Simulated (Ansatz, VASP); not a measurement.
**Two plane-wave programs on SiGe2S**

```xyz
4
Lattice="3.4235 0.0000 0.0000 0.0000 3.4235 0.0000 0.0000 0.0000 7.3169" Properties=species:S:1:pos:R:3 pbc="T T T"
Si    0.0000    0.0000    3.6584
Ge    1.7118    1.7118    2.2626
Ge    1.7118    1.7118    5.0543
S     1.7118    1.7118    0.0000
```

Alike in both runs: functional PBE; k mesh 14 × 14 × 6; occupations gaussian, width 0.1 eV; no spin polarisation.

Ansatz relaxed the structure, and its values are those at the end. VASP's run is a single point on that final structure, the one shown.

|  | VASP | Ansatz |
| --- | --- | --- |
| version | VASP 6.6.1 | Ansatz 0.2.0 |
| potentials or method | VASP PAW PBE potentials, release 64 (Si, Ge_d, S), cutoff 520 eV | scalar-relativistic, plane waves, PAW |
| valence electrons in the cell | 38 | 38 |

Ansatz gave:

| Property | Result |
| --- | --- |
| gap on the k mesh at the Fermi level (eV) | none |
| pressure (GPa) | 0.0 |
| rms of the force components (eV/Å) | 0.001 |

Which values does VASP return?

gap on the k mesh at the Fermi level (eV): none; pressure (GPa): 0.0; rms of the force components (eV/Å): 0.008.

A gap of «none» marks a metal or a gap that the smearing closes. The functional is the same, so the differences come from potentials, cutoffs and numerics.
